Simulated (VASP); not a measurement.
# SrTiO3 in VASP: notebook

The runs below take SrTiO3 through relaxation of cell and atoms, single point, with PBE+U.

Program: VASP 6.6.1. These are calculated values, not measurements. Logs are shortened: lines on timing, memory, paths and dates and some standing lists are left out, and cuts for length are marked.

**1. The cell of the first run**

It takes space group Pm-3m (No. 221, cubic). The conventional cell has a = 3.985 Å, b = 3.985 Å, c = 3.985 Å, α = 90.00°, β = 90.00°, γ = 90.00°. Sr (site symmetry m-3m) has 12 O at 2.82 Å and 8 Ti at 3.45 Å within 3.7 Å. Ti (site symmetry m-3m) has 6 O at 1.99 Å within 2.6 Å. O (site symmetry 4/mmm) has 2 Ti at 1.99 Å within 2.6 Å.

**2. Relaxation of cell and atoms, PBE+U, target pressure -3 GPa, at which the enthalpy is minimised**

INCAR

```
PREC = Accurate ; ENCUT = 600
EDIFF = 1E-6 ; ISMEAR = 0
SIGMA = 0.02 ; LREAL = F
LASPH = T ; NELM = 150
ALGO = Normal ; ISIF = 3
LWAVE = F ; LCHARG = F
LMAXMIX = 4 ; LDAU = T
LDAUTYPE = 2 ; LDAUL = -1 2 -1
LDAUU = 0 4 0 ; LDAUJ = 0 0 0
LDAUPRINT = 1 ; GGA = PE
IBRION = 2 ; NSW = 70
EDIFFG = -0.008 ; PSTRESS = -30.0
```

KPOINTS

```
regular mesh
0
Gamma
  8 8 8
```

POSCAR

```
SrTiO3
1.0
    3.9846436525      0.0000000000      0.0000000000
    0.0000000000      3.9846436525      0.0000000000
    0.0000000000      0.0000000000      3.9846436525
Sr Ti O
1 1 3
Direct
    0.0000000000      0.0000000000      0.0000000000
    0.5000000000      0.5000000000      0.5000000000
    0.5000000000      0.0000000000      0.5000000000
    0.5000000000      0.5000000000      0.0000000000
    0.0000000000      0.5000000000      0.5000000000
```

Potentials or basis: VASP PAW PBE potentials, release 64 (Sr_sv, Ti_sv, O).

Launch:

```bash
$ cat potpaw_PBE.64/Sr_sv/POTCAR potpaw_PBE.64/Ti_sv/POTCAR potpaw_PBE.64/O/POTCAR > POTCAR
$ mpirun -np 1 vasp_std > vasp.out
```

OUTCAR:

```text
PREC = Accurate
   ENCUT = 600
   EDIFF = 1E-6
   ISMEAR = 0
   LREAL = F
   LASPH = T
   NELM = 150
   ISIF = 3
   GGA = PE
   IBRION = 2
   NSW = 70
   EDIFFG = -0.008
   PSTRESS = -30.0

 ion  position               nearest neighbor table
   1  0.000  0.000  0.000-   3 2.82   4 2.82   5 2.82   3 2.82   5 2.82   4 2.82   5 2.82   5 2.82
                             3 2.82   4 2.82   3 2.82   4 2.82   2 3.45   2 3.45   2 3.45   2 3.45
   2  0.500  0.500  0.500-   3 1.99   4 1.99   5 1.99   4 1.99   3 1.99   5 1.99   1 3.45   1 3.45
                             1 3.45   1 3.45   1 3.45   1 3.45   1 3.45   1 3.45
   3  0.500  0.000  0.500-   2 1.99   2 1.99   1 2.82   1 2.82   1 2.82   1 2.82
   4  0.500  0.500  0.000-   2 1.99   2 1.99   1 2.82   1 2.82   1 2.82   1 2.82
   5  0.000  0.500  0.500-   2 1.99   2 1.99   1 2.82   1 2.82   1 2.82   1 2.82

  LATTYP: Found a simple cubic cell.
 ALAT       =     3.9846436525

  Lattice vectors:

 A1 = (   3.9846436525,   0.0000000000,   0.0000000000)
 A2 = (   0.0000000000,   3.9846436525,   0.0000000000)
 A3 = (   0.0000000000,   0.0000000000,   3.9846436525)

Analysis of symmetry for initial positions (statically):
=====================================================================
 Subroutine PRICEL returns:
 Original cell was already a primitive cell.

 Routine SETGRP: Setting up the symmetry group for a
 simple cubic supercell.

 Subroutine GETGRP returns: Found 48 space group operations
 (whereof 48 operations were pure point group operations)
 out of a pool of 48 trial point group operations.

The static configuration has the point symmetry O_h .

Analysis of symmetry for dynamics (positions and initial velocities):
=====================================================================
 Subroutine PRICEL returns:
 Original cell was already a primitive cell.

 Routine SETGRP: Setting up the symmetry group for a
 simple cubic supercell.

 Subroutine GETGRP returns: Found 48 space group operations
 (whereof 48 operations were pure point group operations)
 out of a pool of 48 trial point group operations.

The dynamic configuration has the point symmetry O_h .

 Subroutine INISYM returns: Found 48 space group operations
 (whereof 48 operations are pure point group operations),
 and found     1 'primitive' translations

----------------------------------------------------------------------------------------

                                     Primitive cell

  volume of cell :      63.2657

  direct lattice vectors                    reciprocal lattice vectors
     3.984643652  0.000000000  0.000000000     0.250963471  0.000000000  0.000000000
     0.000000000  3.984643652  0.000000000     0.000000000  0.250963471  0.000000000
     0.000000000  0.000000000  3.984643652     0.000000000  0.000000000  0.250963471

  length of vectors
     3.984643652  3.984643652  3.984643652     0.250963471  0.250963471  0.250963471

  position of ions in fractional coordinates (direct lattice)
     0.000000000  0.000000000  0.000000000
     0.500000000  0.500000000  0.500000000
     0.500000000  0.000000000  0.500000000
     0.500000000  0.500000000  0.000000000
     0.000000000  0.500000000  0.500000000

  ion indices of the primitive-cell ions
   primitive index   ion index
                 1           1
                 2           2
                 3           3
                 4           4
                 5           5

----------------------------------------------------------------------------------------

 KPOINTS: regular mesh

Automatic generation of k-mesh.
 Grid dimensions read from file:
 generate k-points for:    8    8    8

[... 62 lines left out ...]
   NELM   =    150;   NELMIN=  2; NELMDL= -5     # of ELM steps
   EDIFF  = 0.1E-05   stopping-criterion for ELM
   LREAL  =      F    real-space projection
   EDIFFG = -.8E-02   stopping-criterion for IOM
   NSW    =     70    number of steps for IOM
   IBRION =      2    ionic relax: 0-MD 1-quasi-New 2-CG
   NFREE  =      1    steps in history (QN), initial steepest desc. (CG)
   ISIF   =      3    stress and relaxation
   ISYM   =      2    0-nonsym 1-usesym 2-fastsym
   POTIM  = 0.5000    time-step for ionic-motion
   TEBEG  =    0.0;   TEEND  =   0.0 temperature during run
   PSTRESS=  -30.0 pullay stress
   NELECT =      40.0000    total number of electrons
   NUPDOWN=      -1.0000    fix difference up-down
   EMIN   =  10.00;   EMAX   =-10.00  energy-range for DOS
   EFERMI =   0.00;   METHOD = LEGACY
   ISMEAR =     0;   SIGMA  =   0.02  broadening in eV -4-tet -1-fermi 0-gaus
   EFERMI_NEDOS =   21; number of points for ismear=-14 and -15
   IALGO  =     38    algorithm
   IMIX   =      4    mixing-type and parameters
     AMIX     =   0.40;   BMIX     =  1.00
     AMIX_MAG =   1.60;   BMIX_MAG =  1.00
  volume/ion in A,a.u.               =      12.65        85.39
  Fermi-wavevector in a.u.,A,eV,Ry     =   1.405094  2.655242 26.861830  1.974289
  Thomas-Fermi vector in A             =   2.527590
   LORBIT       =      0    0 simple, 1 ext, 2 COOP (PROOUT), +10 PAW based schemes
 LDA+U is selected, type is set to LDAUTYPE =  2
   angular momentum for each species LDAUL =    -1    2   -1
   U (eV)           for each species LDAUU =   0.0  4.0  0.0
   J (eV)           for each species LDAUJ =   0.0  0.0  0.0
   GGA     = PE    functional components
   LHFCALC =     F    Hartree Fock is set to
   AEXX    =    0.0000 exact exchange contribution
   IVDW    =     0    specifies the selected vdW correction
   LEPSILON=     F    determine dielectric tensor
   LRPA    =     F    only Hartree local field effects (RPA)
 conjugate gradient relaxation of ions
 non-spin polarized calculation
 Gauss-broadening in eV      SIGMA  =   0.02
  energy-cutoff  :      600.00
  volume of cell :       63.27
 maximum number of plane-waves:      2176
 NGX is ok and might be reduce to    32
   NGX = 15   NGY = 15   NGZ = 15

--------------------------------------- Ionic step        1  -------------------------------------------

 number of electron      39.9999986 magnetization

 Free energy of the ion-electron system (eV)
  ---------------------------------------------------
  ext. energy  EPLUGINS =         0.00000000
  ---------------------------------------------------
  free energy    TOTEN  =       -37.41651747 eV

  energy without entropy =      -37.41651747  energy(sigma->0) =      -37.41651747

------------------------ aborting loop because EDIFF is reached ----------------------------------------

  FORCE on cell =-STRESS in cart. coord.  units (eV):
  Direction    XX          YY          ZZ          XY          YZ          ZX
  --------------------------------------------------------------------------------------
  -------------------------------------------------------------------------------------
  Total       -0.8743855     -0.8743855     -0.8743855      0.0000000      0.0000000      0.0000000
  in kB      -22.1434378    -22.1434378    -22.1434378      0.0000000      0.0000000      0.0000000
  external PRESSURE =       7.8565622 kB  Pullay stress =     -30.0000000 kB
[... 65 lines left out ...]
  energy  without entropy=      -37.4062322156  energy(sigma->0) =      -37.40623222

  enthalpy is  TOTEN    =       -38.6015221044 eV   P V=       -1.1952898888

atom =   2  type =  2  l = 2

 onsite density matrix

spin component  1

  0.1006 -0.0000 -0.0000  0.0000  0.0000
 -0.0000  0.1006  0.0000 -0.0000  0.0000
 -0.0000  0.0000  0.2404 -0.0000  0.0000
  0.0000 -0.0000 -0.0000  0.1006  0.0000
  0.0000  0.0000  0.0000  0.0000  0.2404

spin component  2

  0.1006 -0.0000 -0.0000  0.0000  0.0000
 -0.0000  0.1006  0.0000 -0.0000  0.0000
 -0.0000  0.0000  0.2404 -0.0000  0.0000
  0.0000 -0.0000 -0.0000  0.1006  0.0000
  0.0000  0.0000  0.0000  0.0000  0.2404

 occupancies and eigenvectors

  o =  0.1006  v =  1.0000  0.0000  0.0000  0.0000  0.0000  0.0000  0.0000  0.0000  0.0000  0.0000      0.0000  0.0000  0.0000  0.0000  0.0000  0.0000  0.0000  0.0000  0.0000  0.0000
  o =  0.1006  v =  0.0000  0.0000  0.0000  0.0000  0.0000  1.0000  0.0000  0.0000  0.0000  0.0000      0.0000  0.0000  0.0000  0.0000  0.0000  0.0000  0.0000  0.0000  0.0000  0.0000
  o =  0.1006  v =  0.0000 -0.2896  0.0000 -0.9571  0.0000  0.0000  0.0000  0.0000  0.0000  0.0000      0.0000  0.0000  0.0000  0.0000  0.0000  0.0000  0.0000  0.0000  0.0000  0.0000
  o =  0.1006  v =  0.0000  0.0000  0.0000  0.0000  0.0000  0.0000 -0.2896  0.0000 -0.9571  0.0000      0.0000  0.0000  0.0000  0.0000  0.0000  0.0000  0.0000  0.0000  0.0000  0.0000
  o =  0.1006  v =  0.0000  0.0000  0.0000  0.0000  0.0000  0.0000 -0.9571  0.0000  0.2896  0.0000      0.0000  0.0000  0.0000  0.0000  0.0000  0.0000  0.0000  0.0000  0.0000  0.0000
  o =  0.1006  v =  0.0000 -0.9571  0.0000  0.2896  0.0000  0.0000  0.0000  0.0000  0.0000  0.0000      0.0000  0.0000  0.0000  0.0000  0.0000  0.0000  0.0000  0.0000  0.0000  0.0000
  o =  0.2404  v =  0.0000  0.0000  0.0000  0.0000  0.0000  0.0000  0.0000  0.0148  0.0000  0.9999      0.0000  0.0000  0.0000  0.0000  0.0000  0.0000  0.0000  0.0000  0.0000  0.0000
  o =  0.2404  v =  0.0000  0.0000  0.0148  0.0000  0.9999  0.0000  0.0000  0.0000  0.0000  0.0000      0.0000  0.0000  0.0000  0.0000  0.0000  0.0000  0.0000  0.0000  0.0000  0.0000
  o =  0.2404  v =  0.0000  0.0000  0.0000  0.0000  0.0000  0.0000  0.0000  0.9999 -0.0000 -0.0148      0.0000  0.0000  0.0000  0.0000  0.0000  0.0000  0.0000  0.0000  0.0000  0.0000
  o =  0.2404  v =  0.0000  0.0000  0.9999 -0.0000 -0.0148  0.0000  0.0000  0.0000  0.0000  0.0000      0.0000  0.0000  0.0000  0.0000  0.0000  0.0000  0.0000  0.0000  0.0000  0.0000

--------------------------------------- Ionic step        3  -------------------------------------------

 number of electron      39.9999990 magnetization

 Free energy of the ion-electron system (eV)
  ---------------------------------------------------
  ext. energy  EPLUGINS =         0.00000000
  ---------------------------------------------------
  free energy    TOTEN  =       -37.41113347 eV

  energy without entropy =      -37.41113347  energy(sigma->0) =      -37.41113347

 E-fermi :   4.0120     XC(G=0): -10.9361

 val. band max:        3.7762635988   @ k =   0.5000   0.5000   0.5000
 cond. band min:       6.0070378565   @ k =   0.0000   0.0000   0.0000
 fundamental gap:      2.2307742577
 Fermi energy:         4.0120264758

 k-point     1 :       0.0000    0.0000    0.0000
  band No.  band energies     occupation
      1     -54.0339      2.00000
      2     -30.1920      2.00000
      3     -30.1920      2.00000
      4     -30.1920      2.00000
      5     -29.2193      2.00000
      6     -13.4773      2.00000
[... 637 lines left out ...]
     23       8.0463      0.00000
     24       8.9325      0.00000

 [... further k-points ...]

------------------------ aborting loop because EDIFF is reached ----------------------------------------

  FORCE on cell =-STRESS in cart. coord.  units (eV):
  Direction    XX          YY          ZZ          XY          YZ          ZX
  --------------------------------------------------------------------------------------
  -------------------------------------------------------------------------------------
  Total       -1.1946715     -1.1946715     -1.1946715      0.0000000      0.0000000      0.0000000
  in kB      -30.0970478    -30.0970478    -30.0970478      0.0000000      0.0000000      0.0000000
  external PRESSURE =      -0.0970478 kB  Pullay stress =     -30.0000000 kB
[... 24 lines left out ...]
  energy  without entropy=      -37.4111334673  energy(sigma->0) =      -37.41113347

  enthalpy is  TOTEN    =       -38.6019527735 eV   P V=       -1.1908193062

 reached required accuracy - stopping structural energy minimisation
```

It took 70 s on 1 thread of AMD EPYC 9R45 (Zen 5), shared host; peak memory 0.2 GiB.

Results:

| Item | Value |
| --- | --- |
| Free energy | -37.4111 eV |
| Relaxed volume | 12.72 Å³/atom |
| Relaxed cell | a = 3.992 Å, b = 3.992 Å, c = 3.992 Å, α = 90.00°, β = 90.00°, γ = 90.00° |
| Space group after relaxing (to 0.1 Å) | Pm-3m (No. 221) |
| Energy change on relaxing (the run minimises the enthalpy) | +1.1 meV/atom |
| Ionic steps | 3 |
| Pressure after relaxing | -3.0 GPa |
| Band gap on the k mesh | 2.23 eV (least direct gap 2.67 eV) |

Step by step:
```
step  energy change (eV)  largest force (eV/Å)  pressure (GPa)  volume (Å³)
   1              0.0000                0.0000           -2.21        63.27
   2              0.0103                0.0000           -3.58        63.84
   3              0.0054                0.0000           -3.01        63.60
```

Final structure:
```
Sr Ti O
1.0
     3.99158    0.00000    0.00000
     0.00000    3.99158    0.00000
     0.00000    0.00000    3.99158
Sr Ti O
1 1 3
Direct
  0.00000 0.00000 0.00000
  0.50000 0.50000 0.50000
  0.50000 0.00000 0.50000
  0.50000 0.50000 0.00000
  0.00000 0.50000 0.50000
```

Eigenvalues of the final occupation matrices:
```tsv
site	spin	trace	eigenvalues
site 2 d	1	0.78	0.10 0.10 0.10 0.24 0.24
site 2 d	2	0.78	0.10 0.10 0.10 0.24 0.24
```

Caveat: the cell is relaxed towards a set pressure, so the run minimises the enthalpy, not the energy.

**3. Single point, PBE+U**

This run uses another cell than the first one, of 12.09 Å³/atom.

INCAR

```
PREC = Accurate
ENCUT = 910
EDIFF = 1E-6
ISMEAR = 0
SIGMA = 0.02
LREAL = False
LASPH = True
NELM = 200
ALGO = Normal
ISIF = 2
LWAVE = False
LCHARG = False
LMAXMIX = 4
LDAU = True
LDAUTYPE = 2
LDAUL = -1 2 -1
LDAUU = 0 4 0
LDAUJ = 0 0 0
LDAUPRINT = 1
GGA = PE
NBANDS = 28
GGA_COMPAT = False
```

KPOINTS

```
Automatic mesh
0
Gamma
  8 8 8
```

POSCAR, as its differences from that of step 2:

```diff
@@ -2,5 +2,5 @@
 1.0
-    3.9846436525      0.0000000000      0.0000000000
-    0.0000000000      3.9846436525      0.0000000000
-    0.0000000000      0.0000000000      3.9846436525
+    3.9246270848      0.0000000000      0.0000000000
+    0.0000000000      3.9246270848      0.0000000000
+    0.0000000000      0.0000000000      3.9246270848
 Sr Ti O
```

Potentials or basis: VASP PAW PBE potentials, release 64 (Sr_sv, Ti_sv, O_h).

Launch:

```bash
$ cat potpaw_PBE.64/Sr_sv/POTCAR potpaw_PBE.64/Ti_sv/POTCAR potpaw_PBE.64/O_h/POTCAR > POTCAR
$ mpirun -np 1 vasp_std > vasp.out
```

It took 57 s on 1 thread of Intel Xeon 6975P-C (Granite Rapids), shared host; peak memory 0.33 GiB.

Results (log left out):

```
Free energy            : -37.3999 eV
Pressure               : 5.5 GPa
Band gap on the k mesh : 2.35 eV (least direct gap 2.77 eV)
```

Levels at points of the mesh, in eV from the valence-band top:
```tsv
k point	band 16	band 17	band 18	band 19	band 20	band 21	band 22	band 23	band 24	band 25
(0.00, 0.00, 0.00)	-1.16	-1.16	-0.42	-0.42	-0.42	2.35	2.35	2.35	4.23	4.23
(0.50, 0.00, 0.00)	-2.22	-2.22	-1.96	-0.80	-0.80	2.55	4.18	4.18	4.24	6.32
(0.50, 0.50, 0.00)	-2.71	-1.89	-1.58	-1.58	-0.09	4.20	4.20	4.66	5.14	7.79
(0.50, 0.50, 0.50)	-3.60	-3.60	0.00	0.00	0.00	4.87	4.87	4.87	6.83	6.83
```

Eigenvalues of the final occupation matrices:
| site | spin | trace | eigenvalues |
| --- | --- | --- | --- |
| site 2 d | 1 | 0.81 | 0.10 0.10 0.10 0.25 0.25 |
| site 2 d | 2 | 0.81 | 0.10 0.10 0.10 0.25 0.25 |

Caveat: the cutoff is under 1.25 times the usual one of these potentials, so pressure, stress and relaxed cells hold a basis-set (Pulay) error; the cell stands under pressure.

**4. Single point, PBE+U**

This run uses another cell than the first one, of 12.53 Å³/atom.

INCAR

```
PREC     = Accurate       # precision mode
ENCUT    = 910            # plane-wave cutoff, eV
EDIFF    = 1E-6           # SCF threshold, eV
ISMEAR   = 0              # smearing method
SIGMA    = 0.02           # smearing width, eV
LREAL    = F              # projectors in reciprocal space
LASPH    = T              # aspherical terms in the spheres
NELM     = 200            # most SCF steps
ALGO     = Normal         # electronic algorithm
ISIF     = 2              # what is computed and relaxed
LWAVE    = F              # write WAVECAR
LCHARG   = T              # write CHGCAR
LMAXMIX  = 4              # l up to which the mixer works
LDAU     = T              # DFT+U
LDAUTYPE = 2            
LDAUL    = -1 2 -1        # shell
LDAUU    = 0 4 0          # U, eV
LDAUJ    = 0 0 0        
LDAUPRINT= 1            
GGA      = PE             # functional
LELF     = T              # ELF
LVHAR    = T            
NBANDS   = 28             # bands
GGA_COMPAT= F
```

KPOINTS is that of step 3.

POSCAR, as its differences from that of step 3:

```diff
@@ -2,5 +2,5 @@
 1.0
-    3.9246270848      0.0000000000      0.0000000000
-    0.0000000000      3.9246270848      0.0000000000
-    0.0000000000      0.0000000000      3.9246270848
+    3.9721416701      0.0000000000      0.0000000000
+    0.0000000000      3.9721416701      0.0000000000
+    0.0000000000      0.0000000000      3.9721416701
 Sr Ti O
```

Launch:

```bash
$ cat potpaw_PBE.64/Sr_sv/POTCAR potpaw_PBE.64/Ti_sv/POTCAR potpaw_PBE.64/O_h/POTCAR > POTCAR
$ mpirun -np 1 vasp_std > vasp.out
```

Run time: 5.3 min. Hardware: 1 thread of AMD EPYC 7R43 (Zen 3), shared host; peak memory 0.29 GiB.

Results (log left out):

```yaml
Free_energy: -37.4374 eV
Pressure: -0.8 GPa
Band_gap_on_the_k_mesh: 2.27 eV (least direct gap 2.71 eV)
```

Levels at points of the mesh, in eV from the valence-band top:
```
           k point  band 16  band 17  band 18  band 19  band 20  band 21  band 22  band 23  band 24  band 25
(0.00, 0.00, 0.00)    -1.10    -1.10    -0.44    -0.44    -0.44     2.27     2.27     2.27     3.99     3.99
(0.50, 0.00, 0.00)    -2.13    -2.13    -1.85    -0.80    -0.80     2.45     3.98     3.98     4.00     5.97
(0.50, 0.50, 0.00)    -2.59    -1.90    -1.54    -1.54    -0.09     4.00     4.00     4.45     4.84     7.61
(0.50, 0.50, 0.50)    -3.50    -3.50     0.00     0.00     0.00     4.63     4.63     4.63     6.69     6.69
```

Eigenvalues of the final occupation matrices:
| site | spin | trace | eigenvalues |
| --- | --- | --- | --- |
| site 2 d | 1 | 0.79 | 0.10 0.10 0.10 0.24 0.24 |
| site 2 d | 2 | 0.79 | 0.10 0.10 0.10 0.24 0.24 |

Caveat: the cutoff is under 1.25 times the usual one of these potentials, so pressure, stress and relaxed cells hold a basis-set (Pulay) error. A k mesh can miss the band edges.

(Continued in part 2 of 2.)
